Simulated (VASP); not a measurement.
Input of a VASP 6.6.1 run:

INCAR

```
ALGO = Normal ; EDIFF = 1E-6
ENCUT = 520 ; GGA = PS
ISIF = 2 ; ISMEAR = -1
IVDW = 12 ; LASPH = True
LCHARG = False ; LREAL = False
LWAVE = False ; NBANDS = 26
NELM = 60 ; PREC = Accurate
SIGMA = 0.05
```

KPOINTS

```
k-points
0
Gamma
  10 10 3
```

The input POSCAR:

```
SiC
1.0
    3.0129072637      0.0000000000      0.0000000000
   -1.5064536318      2.6092542296      0.0000000000
    0.0000000000      0.0000000000      9.8650653976
Si C
4 4
Direct
    0.0000000000      0.0000000000      0.1878943800
    0.0000000000      0.0000000000      0.6878943800
    0.3333333333      0.6666666667      0.4378419800
    0.6666666667      0.3333333333      0.9378419800
    0.0000000000      0.0000000000      0.0004600500
    0.0000000000      0.0000000000      0.5004600500
    0.3333333333      0.6666666667      0.2498025900
    0.6666666667      0.3333333333      0.7498025900
```

Potentials or basis: VASP PAW PBE potentials, release 64 (Si, C).

The run is started by

```bash
$ cat potpaw_PBE.64/Si/POTCAR potpaw_PBE.64/C/POTCAR > POTCAR
$ mpirun -np 1 vasp_std > vasp.out
```

What does it give for the dispersion energy per atom?

-0.258 eV.

What does it give for the band gap on the k mesh?

2.12 eV (least direct gap 3.26 eV).

Predict the largest force.

0.027 eV/Å.

Forces in eV/Å, atoms in the order of the input:
```
Si   0.000  0.000  0.012
Si   0.000  0.000  0.012
Si   0.000  0.000 -0.027
Si   0.000  0.000 -0.027
C    0.000  0.000 -0.001
C    0.000  0.000 -0.001
C    0.000  0.000  0.015
C    0.000  0.000  0.015
```

Caveat: the PAW data sets were made with another functional, which shifts forces and pressure a little; an odd mesh through Γ misses points on the zone boundary, where band edges can lie.
